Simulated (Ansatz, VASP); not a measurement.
Si: VASP beside Ansatz

File INCAR:

```
ALGO = Normal ; EDIFF = 1E-7
ENCUT = 520 ; GGA = PE
ISIF = 2 ; ISMEAR = 0
LASPH = T ; LCHARG = T
LELF = T ; LREAL = F
LVHAR = T ; LWAVE = F
NBANDS = 11 ; NELM = 60
PREC = Accurate ; SIGMA = 0.05
```

Contents of KPOINTS:

```
k-points
0
Gamma
  10 10 10
```

Contents of POSCAR:

```
Si
1.0
    0.0000000000      2.7520460227      2.9598254974
    2.7520460227      0.0000000000      2.9598254974
    2.7520460227      2.7520460227      0.0000000000
Si
2
Direct
    0.5000000000      0.5000000000      0.5000000000
    0.7500000000      0.7500000000      0.7500000000
```

Input for Ansatz:

```yaml
crystal:
  lattice:
    - [0.0, 2.7520460227, 2.9598254974]
    - [2.7520460227, 0.0, 2.9598254974]
    - [2.7520460227, 2.7520460227, 0.0]
  atoms:
    - { symbol: Si, position: [0.5, 0.5, 0.5] }
    - { symbol: Si, position: [0.75, 0.75, 0.75] }
basis:
  ecutwfc: 420
kpoints:
  mp_grid: { grid: [10, 10, 10] }
hamiltonian:
  xc: pbe
  pseudopotentials: { kind: paw, azcp: { folder: soft_1 } }
scf:
  occupations: { method: gaussian, width: 0.05 }
output:
  forces: true
  stress: true
  eigenvalues: true
```

Alike in both runs: task single point; functional PBE; k mesh 10 × 10 × 10; occupations gaussian, width 0.05 eV; no spin polarisation.

|  | VASP | Ansatz |
| --- | --- | --- |
| version | VASP 6.6.1 | Ansatz 0.2.0 |
| potentials or method | VASP PAW PBE potentials, release 64 (Si), cutoff 520 eV | scalar-relativistic, plane waves, PAW |
| valence electrons in the cell | 8 | 8 |

Ansatz gave:

* gap on the k mesh at the Fermi level (eV): 0.38
* least direct gap on the mesh (eV): 1.77
* pressure (GPa): -6.7
* traceless stress, the component that is largest in VASP (GPa): -4.98

Problem. Which values does VASP return?

Solution. gap on the k mesh at the Fermi level (eV): 0.39; least direct gap on the mesh (eV): 1.77; pressure (GPa): -6.8; traceless stress, the component that is largest in VASP (GPa): -4.99.

With one functional, cell and mesh, what is left measures potentials, basis and numerics.
